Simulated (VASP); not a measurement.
**MgF2: electric field gradients with PBE**

The system is MgF2.

```xyz
6
Lattice="4.6213 0.0000 0.0000 0.0000 4.6213 0.0000 0.0000 0.0000 3.0159" Properties=species:S:1:pos:R:3 pbc="T T T"
Mg    0.0000    0.0000    0.0000
Mg    2.3106    2.3106    1.5079
F     1.3993    1.3993    0.0000
F     0.9113    3.7100    1.5079
F     3.2220    3.2220    0.0000
F     3.7100    0.9113    1.5079
```

```yaml
Program: VASP 6.6.1
Task: electric field gradients
Functional: PBE
Potentials_or_basis: VASP PAW PBE potentials, release 64 (Mg, F)
Cutoff: 520 eV
k_mesh: 5 × 5 × 7
Occupations: fermi-dirac, width 0.02 eV
Spin: no spin polarisation
Dipole_correction: no
Further_INCAR_settings: ALGO = Normal; EDIFF = 1e-08; NBANDS = 25
```

| Quantity | Value |
| --- | --- |
| Pressure | 5.4 GPa |
| Largest force | 0.053 eV/Å |
| Band gap on the k mesh | 7.20 eV, direct |

Forces in eV/Å, atoms in the order of the input:
```
Mg   0.000  0.000  0.000
Mg   0.000  0.000  0.000
F   -0.038 -0.038  0.000
F    0.038 -0.038  0.000
F    0.038  0.038  0.000
F   -0.038  0.038  0.000
```

Stress tensor (GPa, compression positive):
```
4.71 0.00 0.00
0.00 4.71 0.00
0.00 0.00 6.65
```

Levels at points of the mesh, in eV from the valence-band top:
| k point | band 12 | band 13 | band 14 | band 15 | band 16 | band 17 | band 18 | band 19 | band 20 | band 21 |
| --- | --- | --- | --- | --- | --- | --- | --- | --- | --- | --- |
| (0.00, 0.00, 0.00) | -1.22 | -0.72 | -0.33 | -0.33 | 0.00 | 7.20 | 12.37 | 12.37 | 13.92 | 14.53 |

Electric field gradients, principal values (V/Å²):
| atom | least | middle | greatest (by size) |
| --- | --- | --- | --- |
| 1 Mg | -0.284 | -5.314 | 5.599 |
| 2 Mg | -0.284 | -5.314 | 5.599 |
| 3 F | 14.980 | 32.916 | -47.896 |
| 4 F | 14.980 | 32.916 | -47.896 |
| 5 F | 14.980 | 32.916 | -47.896 |
| 6 F | 14.980 | 32.916 | -47.896 |

Run time: 13 s on 1 thread of Intel(R) Xeon(R) 6975P-C (Granite Rapids) (shared host), peak memory 0.19 GiB.

Caveat: without QUAD_EFG the Cq values of the log hold for a quadrupole moment of 1 mb, not for the nuclei. A k mesh can miss the band edges.
